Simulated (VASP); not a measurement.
Set up this calculation in VASP 6.6.1, as the native input.

```yaml
Task: single point
Functional: PBE
Potentials_or_basis: VASP PAW PBE potentials, release 64 (Ba_sv, B)
Cutoff: 520 eV
k_mesh: 12 × 12 × 8
Occupations: gaussian, width 0.05 eV
Spin: non-collinear spin, zero start, spin-orbit coupling
Starting_moments: "[[0.0, 0.0, 0.0], [0.0, 0.0, 0.0], [0.0, 0.0, 0.0]] μB"
Dipole_correction: no
Further_INCAR_settings: ALGO = Normal; EDIFF = 1e-07; NBANDS = 29
```

The structure of BaB2 lies in POSCAR:

```
BaB2
1.0
    3.2556867360      0.0000000000      0.0000000000
   -1.6278433680      2.8195074202      0.0000000000
    0.0000000000      0.0000000000      4.9788888758
Ba B
1 2
Direct
    0.0000000000      0.0000000000      0.0000000000
    0.3333333333      0.6666666667      0.5000000000
    0.6666666667      0.3333333333      0.5000000000
```

These files were run (other wordings do the same):

INCAR

```
PREC     = Accurate       # precision mode
ENCUT    = 520            # plane-wave cutoff, eV
EDIFF    = 1E-7           # SCF threshold, eV
ISMEAR   = 0              # smearing method
SIGMA    = 0.05           # smearing width, eV
LREAL    = F              # projectors in reciprocal space
LASPH    = T              # aspherical terms in the spheres
NELM     = 150            # most SCF steps
ALGO     = Normal         # electronic algorithm
ISIF     = 2              # what is computed and relaxed
LWAVE    = F              # write WAVECAR
LCHARG   = F              # write CHGCAR
MAGMOM   = 0 0 0 0 0 0 0 0 0 # initial moments
LORBIT   = 11             # projections on sites
LSORBIT  = T              # spin-orbit coupling
GGA_COMPAT= F            
LORBMOM  = T            
GGA      = PE             # functional
NBANDS   = 29             # bands
```

KPOINTS

```
Automatic mesh
0
Gamma
  12 12 8
```

Potentials or basis: VASP PAW PBE potentials, release 64 (Ba_sv, B).

Command:

```bash
$ cat potpaw_PBE.64/Ba_sv/POTCAR potpaw_PBE.64/B/POTCAR > POTCAR
$ mpirun -np 1 vasp_ncl > vasp.out
```

Results of the run:

| Property | Result |
| --- | --- |
| Pressure | 2.3 GPa |
| Net moment | 0.00 μB per cell |
| Valence electrons inside the program's atomic spheres | Ba 8.27; B 1.72 |

It took 6.2 min on 1 thread of Intel Xeon 8259CL (shared host), peak memory 0.37 GiB.
